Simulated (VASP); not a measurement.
# AlP (ha.bB) (F-43m) in VASP: further runs

AlP (ha.bB) is run at these levels: PBE; tasks: single point.

Program: VASP 6.6.1. These are calculated values, not measurements. Logs are shortened: lines on timing, memory, paths and dates and some standing lists are left out, and cuts for length are marked.

## (1) The cell of the first run

It takes space group F-43m (No. 216, cubic). Conventional cell: a = 5.507 Å, b = 5.507 Å, c = 5.507 Å, α = 90.00°, β = 90.00°, γ = 90.00°. Al (site symmetry -43m) has 4 P at 2.38 Å within 3.1 Å. Within 3.1 Å of P (site symmetry -43m) lie 4 Al at 2.38 Å.

## (2) Single point, PBE

File INCAR:

```
ALGO = Normal
EDIFF = 1E-6
ENCUT = 500
GGA = PE
GGA_COMPAT = False
ISIF = 2
ISMEAR = 0
LASPH = True
LCHARG = True
LELF = True
LREAL = False
LVHAR = True
LWAVE = False
NBANDS = 11
NELM = 120
PREC = Accurate
SIGMA = 0.02
```

File KPOINTS:

```
k-points
0
Gamma
  8 8 8
```

File POSCAR:

```
AlP
1.0
    0.0000000000      2.7534771479      2.7534771479
    2.7534771479      0.0000000000      2.7534771479
    2.7534771479      2.7534771479      0.0000000000
Al P
1 1
Direct
    0.0000000000      0.0000000000      0.0000000000
    0.2500000000      0.2500000000      0.2500000000
```

Potentials or basis: VASP PAW PBE potentials, release 64 (Al, P).

On the command line:

```sh
$ cat potpaw_PBE.64/Al/POTCAR potpaw_PBE.64/P/POTCAR > POTCAR
$ mpirun -np 1 vasp_std > vasp.out
```

OUTCAR:

```text
EDIFF = 1E-6
   ENCUT = 500
   GGA = PE
   ISIF = 2
   ISMEAR = 0
   LASPH = True
   LREAL = False
   NELM = 120
   PREC = Accurate

 ion  position               nearest neighbor table
   1  0.000  0.000  0.000-   2 2.38   2 2.38   2 2.38   2 2.38
   2  0.250  0.250  0.250-   1 2.38   1 2.38   1 2.38   1 2.38

  LATTYP: Found a face centered cubic cell.
 ALAT       =     5.5069542958

  Lattice vectors:

 A1 = (   0.0000000000,   2.7534771479,   2.7534771479)
 A2 = (   2.7534771479,   0.0000000000,   2.7534771479)
 A3 = (   2.7534771479,   2.7534771479,   0.0000000000)

Analysis of symmetry for initial positions (statically):
=====================================================================
 Subroutine PRICEL returns:
 Original cell was already a primitive cell.

 Routine SETGRP: Setting up the symmetry group for a
 face centered cubic supercell.

 Subroutine GETGRP returns: Found 24 space group operations
 (whereof 24 operations were pure point group operations)
 out of a pool of 48 trial point group operations.

The static configuration has the point symmetry T_d .

Analysis of symmetry for dynamics (positions and initial velocities):
=====================================================================
 Subroutine PRICEL returns:
 Original cell was already a primitive cell.

 Routine SETGRP: Setting up the symmetry group for a
 face centered cubic supercell.

 Subroutine GETGRP returns: Found 24 space group operations
 (whereof 24 operations were pure point group operations)
 out of a pool of 48 trial point group operations.

The dynamic configuration has the point symmetry T_d .

 Subroutine INISYM returns: Found 24 space group operations
 (whereof 24 operations are pure point group operations),
 and found     1 'primitive' translations

----------------------------------------------------------------------------------------

                                     Primitive cell

  volume of cell :      41.7517

  direct lattice vectors                    reciprocal lattice vectors
     0.000000000  2.753477148  2.753477148    -0.181588578  0.181588578  0.181588578
     2.753477148  0.000000000  2.753477148     0.181588578 -0.181588578  0.181588578
     2.753477148  2.753477148  0.000000000     0.181588578  0.181588578 -0.181588578

  length of vectors
     3.894004726  3.894004726  3.894004726     0.314520643  0.314520643  0.314520643

  position of ions in fractional coordinates (direct lattice)
     0.000000000  0.000000000  0.000000000
     0.250000000  0.250000000  0.250000000

  ion indices of the primitive-cell ions
   primitive index   ion index
                 1           1
                 2           2

----------------------------------------------------------------------------------------

 KPOINTS: k-points

Automatic generation of k-mesh.
 Grid dimensions read from file:
 generate k-points for:    8    8    8

 Generating k-lattice:

  Cartesian coordinates                     Fractional coordinates (reciprocal lattice)
    -0.022698572  0.022698572  0.022698572     0.125000000  0.000000000  0.000000000
     0.022698572 -0.022698572  0.022698572     0.000000000  0.125000000  0.000000000
     0.022698572  0.022698572 -0.022698572     0.000000000  0.000000000  0.125000000

  Length of vectors
     0.039315080  0.039315080  0.039315080

  Shift w.r.t. Gamma in fractional coordinates (k-lattice)
     0.000000000  0.000000000  0.000000000

 Subroutine IBZKPT returns following result:
 ===========================================

 Found     29 irreducible k-points:

 Following reciprocal coordinates:
            Coordinates               Weight
  0.000000  0.000000  0.000000      1.000000
  0.125000  0.000000  0.000000      8.000000
  0.250000  0.000000  0.000000      8.000000
  0.375000  0.000000  0.000000      8.000000
  0.500000  0.000000  0.000000      4.000000
  0.125000  0.125000  0.000000      6.000000
[... 16 lines left out ...]
  0.500000  0.250000  0.125000     48.000000
 -0.375000  0.250000  0.125000     24.000000
 [... further k-points ...]
   k-points           NKPTS =     29   k-points in BZ     NKDIM =     29   number of bands    NBANDS=     11
   number of dos      NEDOS =    301   number of ions     NIONS =      2
   total plane-waves  NPLWV =  21952
   dimension x,y,z NGX =    28 NGY =   28 NGZ =   28
   dimension x,y,z NGXF=    56 NGYF=   56 NGZF=   56
   ions per type =               1   1
   NGX,Y,Z   is equivalent  to a cutoff of  11.95, 11.95, 11.95 a.u.
   NGXF,Y,Z  is equivalent  to a cutoff of  23.91, 23.91, 23.91 a.u.
 SYSTEM =  unknown system
   PREC   = accura    normal or accurate (medium, high low for compatibility)
   ISTART =      0    job   : 0-new  1-cont  2-samecut
   ICHARG =      2    charge: 1-file 2-atom 10-const
   ISPIN  =      1    spin polarized calculation?
   LNONCOLLINEAR =      F non collinear calculations
   LSORBIT =      F    spin-orbit coupling
   LASPH  =      T    aspherical Exc in radial PAW
   ENCUT  =  500.0 eV  36.75 Ry    6.06 a.u.   7.10  7.10  7.10*2*pi/ulx,y,z
   NELM   =    120;   NELMIN=  2; NELMDL= -5     # of ELM steps
   EDIFF  = 0.1E-05   stopping-criterion for ELM
   LREAL  =      F    real-space projection
   EDIFFG = 0.1E-04   stopping-criterion for IOM
   NSW    =      0    number of steps for IOM
   IBRION =     -1    ionic relax: 0-MD 1-quasi-New 2-CG
   NFREE  =      0    steps in history (QN), initial steepest desc. (CG)
   ISIF   =      2    stress and relaxation
   ISYM   =      2    0-nonsym 1-usesym 2-fastsym
   POTIM  = 0.5000    time-step for ionic-motion
   TEBEG  =    0.0;   TEEND  =   0.0 temperature during run
   PSTRESS=    0.0 pullay stress
   NELECT =       8.0000    total number of electrons
   NUPDOWN=      -1.0000    fix difference up-down
   EMIN   =  10.00;   EMAX   =-10.00  energy-range for DOS
   EFERMI =   0.00;   METHOD = LEGACY
   ISMEAR =     0;   SIGMA  =   0.02  broadening in eV -4-tet -1-fermi 0-gaus
   EFERMI_NEDOS =   21; number of points for ismear=-14 and -15
   IALGO  =     38    algorithm
   IMIX   =      4    mixing-type and parameters
     AMIX     =   0.40;   BMIX     =  1.00
     AMIX_MAG =   1.60;   BMIX_MAG =  1.00
  volume/ion in A,a.u.               =      20.88       140.88
  Fermi-wavevector in a.u.,A,eV,Ry     =   0.943800  1.783524 12.119507  0.890759
  Thomas-Fermi vector in A             =   2.071543
   LORBIT       =      0    0 simple, 1 ext, 2 COOP (PROOUT), +10 PAW based schemes
   GGA     = PE    functional components
   LHFCALC =     F    Hartree Fock is set to
   AEXX    =    0.0000 exact exchange contribution
   IVDW    =     0    specifies the selected vdW correction
   LEPSILON=     F    determine dielectric tensor
   LRPA    =     F    only Hartree local field effects (RPA)
 non-spin polarized calculation
 Gauss-broadening in eV      SIGMA  =   0.02
  energy-cutoff  :      500.00
  volume of cell :       41.75
 maximum number of plane-waves:      1068
   NGX = 15   NGY = 15   NGZ = 15

 number of electron       8.0000001 magnetization

 Free energy of the ion-electron system (eV)
  ---------------------------------------------------
  ext. energy  EPLUGINS =         0.00000000
  ---------------------------------------------------
  free energy    TOTEN  =       -10.37677331 eV

  energy without entropy =      -10.37677331  energy(sigma->0) =      -10.37677331

 E-fermi :   4.4642     XC(G=0):  -9.1094

 val. band max:        4.3478849769   @ k =   0.0000   0.0000   0.0000
 cond. band min:       5.9770888816   @ k =   0.5000   0.5000   0.0000
 fundamental gap:      1.6292039047
 Fermi energy:         4.4642093905

 k-point     1 :       0.0000    0.0000    0.0000
  band No.  band energies     occupation
      1      -7.0120      2.00000
      2       4.3479      2.00000
      3       4.3479      2.00000
      4       4.3479      2.00000
      5       7.4348      0.00000
      6       8.8733      0.00000
      7       8.8733      0.00000
      8       8.8733      0.00000
      9      13.1532      0.00000
     10      13.1532      0.00000
     11      14.4610      0.00000

 k-point     2 :       0.1250    0.0000    0.0000
  band No.  band energies     occupation
      1      -6.8447      2.00000
      2       3.1327      2.00000
      3       4.2033      2.00000
      4       4.2033      2.00000
      5       7.9075      0.00000
      6       9.1500      0.00000
      7       9.1500      0.00000
      8       9.3382      0.00000
      9      12.6745      0.00000
     10      12.6745      0.00000
     11      15.1120      0.00000

 k-point     3 :       0.2500    0.0000    0.0000
  band No.  band energies     occupation
      1      -6.3749      2.00000
      2       1.2202      2.00000
      3       3.9150      2.00000
      4       3.9150      2.00000
      5       7.5714      0.00000
      6       9.4601      0.00000
      7       9.4601      0.00000
      8      11.1199      0.00000
      9      12.6447      0.00000
     10      12.6447      0.00000
     11      14.6228      0.00000

 k-point     4 :       0.3750    0.0000    0.0000
  band No.  band energies     occupation
      1      -5.7476      2.00000
      2      -0.3789      2.00000
      3       3.6837      2.00000
      4       3.6837      2.00000
      5       7.2015      0.00000
      6       9.2939      0.00000
      7       9.2939      0.00000
      8      12.4093      0.00000
      9      13.9970      0.00000
     10      13.9970      0.00000
     11      14.8191      0.00000

 k-point     5 :       0.5000    0.0000    0.0000
  band No.  band energies     occupation
      1      -5.3957      2.00000
      2      -1.0667      2.00000
      3       3.5996      2.00000
      4       3.5996      2.00000
      5       7.0669      0.00000
      6       9.1598      0.00000
      7       9.1598      0.00000
      8      12.5506      0.00000
      9      15.7973      0.00000
     10      15.7973      0.00000
     11      15.9738      0.00000
[... 211 lines left out ...]
 k-point    21 :       0.5000    0.5000    0.0000
  band No.  band energies     occupation
      1      -4.7585      2.00000
      2      -0.8738      2.00000
      3       2.2979      2.00000
      4       2.2979      2.00000
      5       5.9771      0.00000
      6       6.8227      0.00000
      7      15.1993      0.00000
      8      15.1993      0.00000
      9      16.1284      0.00000
     10      16.3363      0.00000
     11      16.3363      0.00000

 k-point    22 :       0.3750    0.2500    0.1250
  band No.  band energies     occupation
      1      -5.9779      2.00000
      2       0.8875      2.00000
      3       2.5044      2.00000
      4       3.4558      2.00000
      5       8.1788      0.00000
      6       9.0827      0.00000
      7       9.7671      0.00000
      8      11.0753      0.00000
      9      12.6045      0.00000
     10      15.0189      0.00000
     11      17.0801      0.00000

 k-point    23 :       0.5000    0.2500    0.1250
  band No.  band energies     occupation
      1      -5.4049      2.00000
      2      -0.1895      2.00000
      3       1.9479      2.00000
      4       3.0853      2.00000
      5       8.2734      0.00000
      6       9.0964      0.00000
      7      10.3184      0.00000
      8      11.3809      0.00000
      9      13.7161      0.00000
     10      15.5456      0.00000
     11      17.0415      0.00000

 k-point    24 :      -0.3750    0.2500    0.1250
  band No.  band energies     occupation
      1      -5.0943      2.00000
      2      -0.7264      2.00000
      3       1.8126      2.00000
      4       2.9045      2.00000
      5       8.2673      0.00000
      6       8.8449      0.00000
      7      11.1539      0.00000
      8      11.9689      0.00000
      9      13.2326      0.00000
     10      15.7035      0.00000
     11      16.9096      0.00000

 [... further k-points ...]
[... 5 lines left out ...]
  --------------------------------------------------------------------------------------
  -------------------------------------------------------------------------------------
  Total       -0.0143186     -0.0143186     -0.0143186      0.0000000      0.0000000     -0.0000000
  in kB       -0.5494614     -0.5494614     -0.5494614      0.0000000      0.0000000     -0.0000000
  external PRESSURE =      -0.5494614 kB  Pullay stress =       0.0000000 kB

 VOLUME and BASIS-vectors are now :
 -----------------------------------------------------------------------------
  energy-cutoff  :      500.00
  volume of cell :       41.75
      direct lattice vectors                 reciprocal lattice vectors
     0.000000000  2.753477148  2.753477148    -0.181588578  0.181588578  0.181588578
     2.753477148  0.000000000  2.753477148     0.181588578 -0.181588578  0.181588578
     2.753477148  2.753477148  0.000000000     0.181588578  0.181588578 -0.181588578

 POSITION                                       TOTAL-FORCE (eV/Angst)
 -----------------------------------------------------------------------------------
      0.00000      0.00000      0.00000        -0.000000     -0.000000     -0.000000
      1.37674      1.37674      1.37674         0.000000      0.000000      0.000000
 -----------------------------------------------------------------------------------
    total drift:                               -0.000000     -0.000000     -0.000000

  FREE ENERGIE OF THE ION-ELECTRON SYSTEM (eV)
  ---------------------------------------------------
  free  energy   TOTEN  =       -10.3767733073 eV

  energy  without entropy=      -10.3767733073  energy(sigma->0) =      -10.37677331
```

It took 11 s on 1 thread of AMD EPYC 9R45 (Zen 5), shared host; peak memory 0.11 GiB.

What came out:

- Free energy: -10.3768 eV
- Pressure: -0.1 GPa
- Band gap on the k mesh: 1.63 eV, indirect (least direct gap 3.09 eV)

A k mesh can miss the band edges. PBE gaps usually lie below the measured ones, often by a third to a half.

## (3) Single point, PBE

File INCAR:

```
SYSTEM = AlP
  PREC = Accurate
  ENCUT = 500
  EDIFF = 1E-6
  ISMEAR = 0
  SIGMA = 0.02
  LREAL = .FALSE.
  LASPH = .TRUE.
  NELM = 120
  ALGO = Normal
  ISIF = 2
  LWAVE = .FALSE.
  LCHARG = .FALSE.
  GGA = PE
  NBANDS = 11
  GGA_COMPAT = .FALSE.
```

File KPOINTS:

```
Automatic mesh
0
G
  8 8 8
  0 0 0
```

POSCAR is that of step 2.

Potentials or basis: VASP PAW PBE potentials, release 64 (Al, P).

On the command line:

```sh
$ cat potpaw_PBE.64/Al/POTCAR potpaw_PBE.64/P/POTCAR > POTCAR
$ mpirun -np 1 vasp_std > vasp.out
```

Wall time 9.9 s (1 thread of AMD EPYC 9R45 (Zen 5), shared host); peak memory 0.11 GiB.

The run converged. Its results:

* Free energy: -10.3768 eV
* Pressure: -0.1 GPa
* Band gap on the k mesh: 1.63 eV, indirect (least direct gap 3.09 eV)

Levels at points of the mesh, in eV from the valence-band top:
```tsv
k point	band 1	band 2	band 3	band 4	band 5	band 6	band 7	band 8	band 9
(0.00, 0.00, 0.00)	-11.36	0.00	0.00	0.00	3.09	4.53	4.53	4.53	8.81
(0.50, 0.00, 0.00)	-9.74	-5.41	-0.75	-0.75	2.72	4.81	4.81	8.20	11.45
(0.50, 0.50, 0.00)	-9.11	-5.22	-2.05	-2.05	1.63	2.47	10.85	10.85	11.78
```
